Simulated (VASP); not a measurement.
Al, 4 atoms in the cell. It takes space group P6_3/mmc (No. 194, hexagonal). The conventional cell has a = 2.758 Å, b = 2.758 Å, c = 9.239 Å, α = 90.00°, β = 90.00°, γ = 120.00°. Within 3.6 Å of Al (site symmetry -3m) lie 12 Al at 2.76 to 2.81 Å. Al (site symmetry -6m2) has 12 Al at 2.76 to 2.81 Å within 3.6 Å. This isn't the form of Al at room conditions, which is fcc.

- Program: VASP 6.6.1
- Task: single point
- Functional: PBE
- Dispersion: D3(BJ)
- Potentials or basis: VASP PAW PBE potentials, release 64 (Al)
- Cutoff: 520 eV
- k mesh: 18 × 18 × 6
- Occupations: gaussian, width 0.15 eV
- Spin: no spin polarisation
- Dipole correction: no
- Further INCAR settings: ALGO = Normal; EDIFF = 1e-06; NBANDS = 14

Potentials or basis: VASP PAW PBE potentials, release 64 (Al).

Run with:

```console
$ cat potpaw_PBE.64/Al/POTCAR > POTCAR
$ mpirun -np 1 vasp_std > vasp.out
```

Hardware: 1 thread of AMD EPYC 9R45 96-Core Processor (Zen 5), with other jobs on the host.

Problem. How long does it take, and how much memory?

Solution. It took 55 s on 1 thread of AMD EPYC 9R45 96-Core Processor (Zen 5), on a shared host, peak memory 0.21 GiB. Counts: scf iterations 10, k points 148.
